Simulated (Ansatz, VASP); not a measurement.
**AlV2C in VASP and in Ansatz**

File INCAR:

```
PREC = Accurate
ENCUT = 600
EDIFF = 1E-6
ISMEAR = 0
SIGMA = 0.1
LREAL = F
LASPH = T
NELM = 60
ALGO = Normal
ISIF = 3
LWAVE = F
LCHARG = F
GGA = PS
IBRION = 2
NSW = 70
EDIFFG = -0.005
```

Contents of KPOINTS:

```
regular mesh
0
Gamma
  15 15 4
```

The input POSCAR:

```
AlV2C
1.0
    2.9064461792      0.0000000000      0.0000000000
   -1.4532230896      2.5170562259      0.0000000000
    0.0000000000      0.0000000000     13.1347117301
Al V C
2 4 2
Direct
    0.3333333333      0.6666666667      0.2500000000
    0.6666666667      0.3333333333      0.7500000000
    0.3333333333      0.6666666667      0.5849724962
    0.6666666667      0.3333333333      0.4150275038
    0.6666666667      0.3333333333      0.0849724962
    0.3333333333      0.6666666667      0.9150275038
    0.0000000000      0.0000000000      0.0000000000
    0.0000000000      0.0000000000      0.5000000000
```

Input for Ansatz:

```yaml
crystal:
  lattice:
    - [2.9064461792, 0.0, 0.0]
    - [-1.4532230896, 2.5170562259, 0.0]
    - [0.0, 0.0, 13.1347117301]
  atoms:
    - { symbol: Al, position: [0.3333333333, 0.6666666667, 0.25] }
    - { symbol: Al, position: [0.6666666667, 0.3333333333, 0.75] }
    - { symbol: V, position: [0.3333333333, 0.6666666667, 0.5849724962] }
    - { symbol: V, position: [0.6666666667, 0.3333333333, 0.4150275038] }
    - { symbol: V, position: [0.6666666667, 0.3333333333, 0.0849724962] }
    - { symbol: V, position: [0.3333333333, 0.6666666667, 0.9150275038] }
    - { symbol: C, position: [0.0, 0.0, 0.0] }
    - { symbol: C, position: [0.0, 0.0, 0.5] }
basis:
  ecutwfc: 420
kpoints:
  mp_grid: { grid: [15, 15, 4] }
hamiltonian:
  xc: pbesol
scf:
  occupations: { method: gaussian, width: 0.1 }
output:
  forces: true
  stress: true
  eigenvalues: true
relax:
  adjacent_minimum: "off"
  f_tol: 0.005
  max_steps: 50
  cell: { stress_tol: 0.05 }
```

Alike in both runs: task relaxation of cell and atoms; functional PBEsol; k mesh 15 × 15 × 4; occupations gaussian, width 0.1 eV; no spin polarisation.

|  | VASP | Ansatz |
| --- | --- | --- |
| version | VASP 6.6.1 | Ansatz 0.2.0 |
| potentials or method | VASP PAW PBE potentials, release 64 (Al, V_sv, C), cutoff 600 eV | scalar-relativistic, plane waves, PAW |
| valence electrons in the cell | 66 | 66 |

Ansatz gave:

* gap on the k mesh at the Fermi level, each at its own relaxed structure (eV): none
* relaxed volume (Å³/atom): 11.69
* relaxed length of the cell vector where the two differ most in proportion (Å): 13.026

Question: Which values does VASP return?

Answer: gap on the k mesh at the Fermi level, each at its own relaxed structure (eV): none; relaxed volume (Å³/atom): 11.70; relaxed length of the cell vector where the two differ most in proportion (Å): 13.030.

VASP's potentials were made for PBE, not for PBEsol. A gap of «none» marks a metal or a gap that the smearing closes.
